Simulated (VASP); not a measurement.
# Si (P2_1/m) in VASP: a series of runs, part 2 of 2

VASP 6.6.1.

### 4 Single point, PBE (engineering shear strain xy -0.0600, strain +e along x and -e along y -0.0175)

INCAR

```
SYSTEM = Si
ALGO = Normal
EDIFF = 1E-6
ENCUT = 520
GGA = PE
ISIF = 2
ISMEAR = 0
LASPH = .True.
LCHARG = .False.
LREAL = .False.
LWAVE = .False.
NBANDS = 16
NELM = 80
PREC = Accurate
SIGMA = 0.05
```

KPOINTS

```
k-points
0
Gamma
  12 12 6
  0 0 0
```

POSCAR

```
Si
1.0
    3.7836882660     -0.1155324661      0.0000000000
   -1.9918981836      3.4512661172      0.0000000000
    0.0000000000      0.0000000000      6.3646810974
Si
4
Direct
    0.3333333333      0.6666666667      0.0629320729
    0.6666666667      0.3333333333      0.5629320729
    0.3333333333      0.6666666667      0.4370679271
    0.6666666667      0.3333333333      0.9370679271
```

Potentials or basis: VASP PAW PBE potentials, release 64 (Si).

Started as:

```console
> cat potpaw_PBE.64/Si/POTCAR > POTCAR
> mpirun -np 1 vasp_std > vasp.out
```

OUTCAR:

```text
SYSTEM = Si
   EDIFF = 1E-6
   ENCUT = 520
   GGA = PE
   ISIF = 2
   ISMEAR = 0
   LASPH = .True.
   LREAL = .False.
   NELM = 80
   PREC = Accurate

 ion  position               nearest neighbor table
   1  0.333  0.667  0.063-   4 2.29   3 2.38   4 2.40   4 2.40
   2  0.667  0.333  0.563-   3 2.29   4 2.38   3 2.40   3 2.40
   3  0.333  0.667  0.437-   2 2.29   1 2.38   2 2.40   2 2.40
   4  0.667  0.333  0.937-   1 2.29   2 2.38   1 2.40   1 2.40

  LATTYP: Found a simple monoclinic cell.
[... 657 lines left out ...]

  FORCE on cell =-STRESS in cart. coord.  units (eV):
  Direction    XX          YY          ZZ          XY          YZ          ZX
  --------------------------------------------------------------------------------------
  -------------------------------------------------------------------------------------
  Total        1.7852885     -1.2891068      0.0031470      2.6365058      0.0000000      0.0000000
  in kB       35.0324345    -25.2959387      0.0617528     51.7357364      0.0000000      0.0000000
  external PRESSURE =       3.2660829 kB  Pullay stress =       0.0000000 kB

 VOLUME and BASIS-vectors are now :
 -----------------------------------------------------------------------------
  energy-cutoff  :      520.00
  volume of cell :       81.65
      direct lattice vectors                 reciprocal lattice vectors
     3.783688266 -0.115532466  0.000000000     0.269033537  0.155272702  0.000000000
    -1.991898184  3.451266117  0.000000000     0.009006002  0.294946551  0.000000000
     0.000000000  0.000000000  6.364681097     0.000000000  0.000000000  0.157117063

 POSITION                                       TOTAL-FORCE (eV/Angst)
 -----------------------------------------------------------------------------------
     -0.06670      2.26233      0.40054         0.519387      0.301961      0.043240
      1.85849      1.07340      3.58288        -0.519387     -0.301961      0.043240
     -0.06670      2.26233      2.78180         0.519387      0.301961     -0.043240
      1.85849      1.07340      5.96414        -0.519387     -0.301961     -0.043240
 -----------------------------------------------------------------------------------
    total drift:                                0.000000     -0.000000     -0.000000

  FREE ENERGIE OF THE ION-ELECTRON SYSTEM (eV)
  ---------------------------------------------------
  free  energy   TOTEN  =       -21.5492768203 eV

  energy  without entropy=      -21.5492198790  energy(sigma->0) =      -21.54924835
```

OSZICAR:

```text
N       E                     dE             d eps       ncg     rms          rms(c)
DAV:   1     0.256912909885E+02    0.25691E+02   -0.59458E+03  9472   0.819E+02
DAV:   2    -0.200557616365E+02   -0.45747E+02   -0.41516E+02 12864   0.120E+02
DAV:   3    -0.218891295310E+02   -0.18334E+01   -0.18175E+01 12888   0.224E+01
DAV:   4    -0.219111517733E+02   -0.22022E-01   -0.22014E-01 11752   0.314E+00
DAV:   5    -0.219115407579E+02   -0.38898E-03   -0.38896E-03 13040   0.397E-01    0.676E+00
DAV:   6    -0.216590250920E+02    0.25252E+00   -0.10891E-01 11336   0.162E+00    0.410E+00
DAV:   7    -0.215467627404E+02    0.11226E+00   -0.22674E-01 11872   0.238E+00    0.274E-01
DAV:   8    -0.215486353479E+02   -0.18726E-02   -0.19286E-02 11128   0.779E-01    0.164E-01
DAV:   9    -0.215490941817E+02   -0.45883E-03   -0.90042E-04 13192   0.178E-01    0.989E-02
DAV:  10    -0.215492465023E+02   -0.15232E-03   -0.28168E-04 11040   0.850E-02    0.325E-02
DAV:  11    -0.215492724810E+02   -0.25979E-04   -0.44356E-05 12624   0.363E-02    0.218E-02
DAV:  12    -0.215492760842E+02   -0.36032E-05   -0.46253E-06 11384   0.123E-02    0.617E-03
DAV:  13    -0.215492768203E+02   -0.73618E-06   -0.17696E-06 11256   0.680E-03
   1 F= -.21549277E+02 E0= -.21549248E+02  d E =-.569414E-04
```

stdout:

```text
POSCAR found type information on POSCAR Si
 POSCAR found :  1 types and       4 ions
 scaLAPACK will be used
 LDA part: xc-table for (Slater+PW92), standard interpolation
 POSCAR, INCAR and KPOINTS ok, starting setup
 FFT: planning ... GRIDC
 FFT: planning ... GRID_SOFT
 FFT: planning ... GRID
 WAVECAR not read
 entering main loop
```

Run time: 2.2 min. Hardware: 1 thread of Intel Xeon 6975P-C (Granite Rapids), shared host; peak memory 0.38 GiB.

Results:

```yaml
Free_energy: -21.5493 eV
Pressure: 0.3 GPa
Largest_force: 0.602 eV/Å
Band_gap_on_the_k_mesh: zero (bands 8 and 9 overlap by 0.08 eV)
```

Forces in eV/Å, atoms in the order of the input:
```
Si   0.519  0.302  0.043
Si  -0.519 -0.302  0.043
Si   0.519  0.302 -0.043
Si  -0.519 -0.302 -0.043
```

Caveat: the cell differs from its parent crystal (engineering shear strain xy -0.0600, strain +e along x and -e along y -0.0175); semilocal functionals underestimate gaps, so a narrow gap can read as zero.

### 5 Single point, PBE (engineering shear strain xy -0.0600, strain +e along x and -e along y +0.0350)

INCAR

```
PREC     = Accurate       # precision mode
ENCUT    = 520            # plane-wave cutoff, eV
EDIFF    = 1E-6           # SCF threshold, eV
ISMEAR   = 0              # smearing method
SIGMA    = 0.05           # smearing width, eV
LREAL    = False          # projectors in reciprocal space
LASPH    = True           # aspherical terms in the spheres
NELM     = 80             # most SCF steps
ALGO     = Normal         # electronic algorithm
ISIF     = 2              # what is computed and relaxed
LWAVE    = False          # write WAVECAR
LCHARG   = False          # write CHGCAR
GGA      = PE             # functional
NBANDS   = 16             # bands
```

KPOINTS

```
regular mesh
0
Gamma
  12 12 6
```

Edit POSCAR of step 4 so:

```diff
@@ -2,4 +2,4 @@
 1.0
-    3.7836882660     -0.1155324661      0.0000000000
-   -1.9918981836      3.4512661172      0.0000000000
+    3.9858700817     -0.1155324661      0.0000000000
+   -2.0929890915      3.2761715285      0.0000000000
     0.0000000000      0.0000000000      6.3646810974
```

Potentials or basis: VASP PAW PBE potentials, release 64 (Si).

Started as:

```console
> cat potpaw_PBE.64/Si/POTCAR > POTCAR
> mpirun -np 1 vasp_std > vasp.out
```

OUTCAR:

```text
PREC = Accurate
   ENCUT = 520
   EDIFF = 1E-6
   ISMEAR = 0
   LREAL = False
   LASPH = True
   NELM = 80
   ISIF = 2
   GGA = PE

 ion  position               nearest neighbor table
   1  0.333  0.667  0.063-   4 2.29   4 2.35   3 2.38   4 2.45
   2  0.667  0.333  0.563-   3 2.29   3 2.35   4 2.38   3 2.45
   3  0.333  0.667  0.437-   2 2.29   2 2.35   1 2.38   2 2.45
   4  0.667  0.333  0.937-   1 2.29   1 2.35   2 2.38   1 2.45

  Warning from LATTYP: Monoclinic adjustment (A1->A3, A2->A1, A3->A2)!
  Warning from LATTYP: Got some problem with cell dimensions!
  Tried to take original basis but could not verify dimensions!
  LATTYP: Found a simple monoclinic cell.
 ALAT       =     3.6841060959
 B/A-ratio  =     1.7276052675
 C/A-ratio  =     1.0552520144
 COS(beta)  =    -0.4463601084

  Lattice vectors:

 A1 = (   1.8928809902,   3.1606390624,   0.0000000000)
 A2 = (   0.0000000000,   0.0000000000,   6.3646810974)
 A3 = (   2.0929890915,  -3.2761715285,   0.0000000000)

Analysis of symmetry for initial positions (statically):
[... 182 lines left out ...]
 val. band max:        5.9928789214   @ k =  -0.0833   0.0833   0.0000
 cond. band min:       6.0072477028   @ k =   0.0000   0.5000   0.1667
 fundamental gap:      0.0143687814
 Fermi energy:         5.9934874507

 k-point     1 :       0.0000    0.0000    0.0000
  band No.  band energies     occupation
      1      -6.2174      2.00000
      2      -3.9777      2.00000
      3      -1.2647      2.00000
      4       4.1516      2.00000
      5       4.6418      2.00000
      6       5.5502      2.00000
[... 433 lines left out ...]
      3      -1.6818      2.00000
      4       0.2676      2.00000
      5       1.3206      2.00000
      6       1.8775      2.00000
[... 8 lines left out ...]
     15      12.0958      0.00000
     16      12.3365      0.00000

 [... further k-points ...]

------------------------ aborting loop because EDIFF is reached ----------------------------------------

  FORCE on cell =-STRESS in cart. coord.  units (eV):
  Direction    XX          YY          ZZ          XY          YZ          ZX
  --------------------------------------------------------------------------------------
  -------------------------------------------------------------------------------------
  Total       -2.5797451      3.4577225     -0.0026854      2.5057324      0.0000000      0.0000000
  in kB      -50.6685389     67.9128132     -0.0527446     49.2148620      0.0000000      0.0000000
  external PRESSURE =       5.7305099 kB  Pullay stress =       0.0000000 kB

 VOLUME and BASIS-vectors are now :
 -----------------------------------------------------------------------------
  energy-cutoff  :      520.00
  volume of cell :       81.57
      direct lattice vectors                 reciprocal lattice vectors
     3.985870082 -0.115532466  0.000000000     0.255619676  0.163303169  0.000000000
    -2.092989091  3.276171528  0.000000000     0.009014293  0.310993124  0.000000000
     0.000000000  0.000000000  6.364681097     0.000000000  0.000000000  0.157117063

 POSITION                                       TOTAL-FORCE (eV/Angst)
 -----------------------------------------------------------------------------------
     -0.06670      2.14560      0.40054         0.354026     -0.564327      0.067561
      1.95958      1.01504      3.58288        -0.354026      0.564327      0.067561
     -0.06670      2.14560      2.78180         0.354026     -0.564327     -0.067561
      1.95958      1.01504      5.96414        -0.354026      0.564327     -0.067561
 -----------------------------------------------------------------------------------
    total drift:                               -0.000000      0.000000     -0.000000

  FREE ENERGIE OF THE ION-ELECTRON SYSTEM (eV)
  ---------------------------------------------------
  free  energy   TOTEN  =       -21.4719557997 eV

  energy  without entropy=      -21.4717489481  energy(sigma->0) =      -21.47185237
```

Run time: 2.7 min. Hardware: 1 thread of Intel Xeon 6975P-C (Granite Rapids), shared host; peak memory 0.38 GiB.

Results:

- Free energy: -21.4720 eV
- Pressure: 0.6 GPa
- Largest force: 0.670 eV/Å
- Band gap on the k mesh: zero (bands 8 and 9 overlap by 0.19 eV)

Forces on the atoms (eV/Å):
```
Si   0.354 -0.564  0.068
Si  -0.354  0.564  0.068
Si   0.354 -0.564 -0.068
Si  -0.354  0.564 -0.068
```

Stress tensor (GPa, compression positive):
```
-5.07  4.92  0.00
 4.92  6.79  0.00
 0.00  0.00 -0.01
```

Levels at points of the mesh, in eV from the Fermi level:
| k point | band 6 | band 7 | band 8 | band 9 | band 10 | band 11 |
| --- | --- | --- | --- | --- | --- | --- |
| (0.00, 0.00, 0.00) | -0.44 | -0.28 | 0.11 | 0.45 | 1.85 | 2.16 |
| (0.50, 0.00, 0.00) | -3.33 | -2.87 | -1.58 | 0.25 | 2.10 | 2.87 |
| (0.00, 0.50, 0.00) | -3.54 | -3.01 | -1.88 | -0.08 | 1.67 | 2.65 |
| (0.50, 0.50, 0.00) | -3.04 | -2.54 | -1.01 | 0.96 | 2.94 | 2.98 |
| (0.00, 0.00, 0.50) | -1.22 | -0.77 | -0.77 | 1.30 | 1.30 | 2.72 |
| (0.50, 0.00, 0.50) | -2.68 | -2.38 | -2.38 | 0.74 | 0.74 | 1.59 |
| (0.00, 0.50, 0.50) | -2.88 | -2.43 | -2.43 | 0.42 | 0.42 | 1.61 |
| (0.50, 0.50, 0.50) | -2.65 | -1.94 | -1.94 | 1.15 | 1.15 | 1.80 |

Caveat: the cell differs from its parent crystal (engineering shear strain xy -0.0600, strain +e along x and -e along y +0.0350); semilocal functionals underestimate gaps, so a narrow gap can read as zero.

### 6 Summary

| cell | gap on the mesh (eV) | pressure (GPa) | largest force (eV/Å) |
| --- | --- | --- | --- |
| a = 3.716, b = 3.953, c = 6.365 Å, angles 90.0, 90.0, 119.2°, 4 atoms | none | 0.3 | 0.51 |
| a = 3.986, b = 3.819, c = 6.365 Å, angles 90.0, 90.0, 122.6°, 4 atoms | none | 0.4 | 0.61 |
| a = 3.785, b = 3.985, c = 6.365 Å, angles 90.0, 90.0, 121.7°, 4 atoms | none | 0.3 | 0.60 |
| a = 3.988, b = 3.888, c = 6.365 Å, angles 90.0, 90.0, 124.2°, 4 atoms | none | 0.6 | 0.67 |

Alike in all rows: task single point; level PBE; potentials or basis VASP PAW PBE potentials, release 64 (Si); no spin polarisation; k mesh 12 × 12 × 6; cutoff (eV) 520; smearing gaussian 0.05 eV.

Caveats: semilocal functionals underestimate gaps, so a narrow gap can read as zero.

Absolute energies hang on the potentials; compare differences alone.
